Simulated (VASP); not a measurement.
Runs of VASP 6.6.1 on BaS. The structure is that of space group P6_3/mmc (No. 194), or close to it. The cells are those of the table. 

```csv
level,cell,smearing,gap on the mesh (eV),pressure (GPa)
PBE,"a = 5.697, b = 5.697, c = 6.757 Å, angles 90.0, 90.0, 120.0°, 4 atoms",fermi-dirac 0.02 eV,(a),-3.6
r2SCAN,"a = 5.382, b = 5.382, c = 6.754 Å, angles 90.0, 90.0, 120.0°, 4 atoms",gaussian 0.01 eV,(b),-1.3
r2SCAN,"a = 5.697, b = 5.697, c = 6.757 Å, angles 90.0, 90.0, 120.0°, 4 atoms",gaussian 0.01 eV,(c),-3.9
PBE,"a = 5.382, b = 5.382, c = 6.754 Å, angles 90.0, 90.0, 120.0°, 4 atoms",fermi-dirac 0.02 eV,2.60,-1.2
```

Alike in all rows: task single point; potentials or basis VASP PAW PBE potentials, release 64 (Ba_sv, S); no spin polarisation; k mesh 6 × 6 × 4; cutoff (eV) 520.

Task: Estimate the missing entries.

Result: (a) 2.43; (b) 2.94; (c) 2.78.

Caveats: spin-orbit coupling is left out, which moves the levels of the heavy elements; the cell stands under tension (at least some runs); the PAW data sets were made with another functional, which shifts forces and pressure a little (at least some runs).

A k mesh can miss the band edges, and the runs leave out spin-orbit coupling on Ba.
